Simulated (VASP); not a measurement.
# SiSn7: single point with r2SCAN

SiSn7:

```
Si Sn
1.0
     6.50625    0.00000    0.00000
     0.00000    6.50625    0.00000
     0.00000    0.00000    6.50625
Si Sn
1 7
Direct
  0.00000 0.00000 0.00000
  0.23857 0.23857 0.23857
  0.00000 0.50000 0.50000
  0.50000 0.50000 0.00000
  0.50000 0.00000 0.50000
  0.76143 0.23857 0.76143
  0.76143 0.76143 0.23857
  0.23857 0.76143 0.76143
```

- Program: VASP 6.6.1
- Task: single point
- Functional: r2SCAN
- Potentials or basis: VASP PAW PBE potentials, release 64 (Si, Sn_d)
- Cutoff: 520 eV
- k mesh: 6 × 6 × 6
- Occupations: gaussian, width 0.1 eV
- Spin: no spin polarisation
- Dipole correction: no
- Further INCAR settings: ALGO = Normal; EDIFF = 1e-07; NBANDS = 61

The pressure is -1.6 GPa. The largest force is 0.061 eV/Å and the band gap on the k mesh is zero (bands 51 and 52 overlap by 0.11 eV).

Forces in eV/Å, atoms in the order of the input:
```
Si   0.000  0.000  0.000
Sn   0.035  0.035  0.035
Sn   0.000  0.000  0.000
Sn   0.000  0.000  0.000
Sn   0.000  0.000  0.000
Sn  -0.035  0.035 -0.035
Sn  -0.035 -0.035  0.035
Sn   0.035 -0.035 -0.035
```

Levels at points of the mesh, in eV from the Fermi level:
```csv
k point,band 47,band 48,band 49,band 50,band 51,band 52,band 53,band 54,band 55,band 56
"(0.00, 0.00, 0.00)",-2.43,-2.43,-0.60,0.01,0.01,0.01,0.75,0.75,0.95,0.95
"(0.50, 0.00, 0.00)",-3.03,-1.85,-1.85,-1.43,-1.43,0.99,1.18,2.21,2.33,3.42
"(0.50, 0.50, 0.00)",-2.88,-1.48,-1.48,-1.22,-0.87,1.35,1.46,1.92,1.92,3.76
"(0.50, 0.50, 0.50)",-1.07,-1.07,-1.07,-0.86,-0.86,-0.11,0.14,0.14,0.14,3.01
```

Run time: 23 min on 1 thread of Intel Xeon 8259CL, with other jobs on the host, peak memory 0.52 GiB.

Caveat: semilocal functionals underestimate gaps, so a narrow gap can read as zero; the PAW data sets were made with another functional, which shifts forces and pressure a little; spin-orbit coupling is left out, which moves the levels of the heavy elements.
